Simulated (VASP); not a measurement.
Wanted: the native input for a VASP 6.6.1 run.

| Quantity | Value |
| --- | --- |
| Task | single point |
| Functional | PBE |
| Dispersion | D3(BJ) |
| Potentials or basis | VASP PAW PBE potentials, release 64 (O, H, C, N) |
| Cutoff | 520 eV |
| k mesh | 1 × 1 × 1 |
| Occupations | fermi-dirac, width 0.02 eV |
| Spin | no spin polarisation |
| Dipole correction | no |
| Further INCAR settings | LREAL = Auto; ALGO = Normal; EDIFF = 1e-06; NBANDS = 50 |

The structure of H15C2NO6 lies in POSCAR:

```
H15C2NO6
1.0
    5.9776950000      0.0000000000      0.0000000000
    0.0000000000      5.9776950000      0.0000000000
    0.0000000000      0.0000000000      5.9776950000
O H C N
6 15 2 1
Direct
    0.1805378160      0.4597089681      0.8915978483
    0.3864867645      0.2766618237      0.3637689778
    0.8421975360      0.2101980780     -0.0173143662
   -0.1263697797      0.4021115162      0.4485508210
    0.4880978370      0.6434587245      0.7058740869
    0.6012016337      0.8674246511      0.0374224513
    0.1441023672      0.4917614565      1.0558417584
    0.0486307849      0.3901838418      0.8297512670
    0.3040804190      0.1439685364      0.3704437915
    0.4957094666      0.2973219611      0.2534756290
    0.7336774459      0.0821052262     -0.0240393663
    0.9591991562      0.1394517452      0.0654934720
    0.0324372522      0.4035334690      0.3963233320
   -0.1975845205      0.3282368873      0.3270156808
    0.3378894373      0.6092147559      0.7871094126
    0.5393550524      0.5166372657      0.6362485875
    0.7079317362      0.8012954826      0.1424462105
    0.5785005759      0.7142552439     -0.0500861954
    0.1190090829      1.0955058764      0.6732360885
    0.1055925403      0.8304706078      0.7794475964
    0.3329711536      0.9732848531      0.6529774436
    0.1686101415      0.9214253989      0.6421873314
    0.1015106994      0.8518668149      0.4276062931
    0.0830253133      0.8247995256      0.2274957153
```

The input as run:

INCAR

```
SYSTEM = H15C2NO6
ALGO = Normal ; EDIFF = 1E-6
ENCUT = 520 ; GGA = PE
ISIF = 2 ; ISMEAR = -1
IVDW = 12 ; LASPH = .TRUE.
LCHARG = .FALSE. ; LREAL = Auto
LWAVE = .FALSE. ; NBANDS = 50
NELM = 80 ; PREC = Accurate
SIGMA = 0.02
```

KPOINTS

```
k-points
0
G
  1 1 1
  0 0 0
```

Potentials or basis: VASP PAW PBE potentials, release 64 (O, H, C, N).

Launch:

```bash
$ cat potpaw_PBE.64/O/POTCAR potpaw_PBE.64/H/POTCAR potpaw_PBE.64/C/POTCAR potpaw_PBE.64/N/POTCAR > POTCAR
$ mpirun -np 1 vasp_gam > vasp.out
```

It gave:

The pressure is 3.8 GPa, the largest force is 5.070 eV/Å and the band gap on the k mesh is 4.53 eV. The dispersion energy per atom is -0.046 eV.

Caveat: the k points lie up to 1.05 Å⁻¹ apart.

Wall time 52 s on 1 thread of AMD EPYC 7R13, with other jobs on the host, peak memory 0.3 GiB.
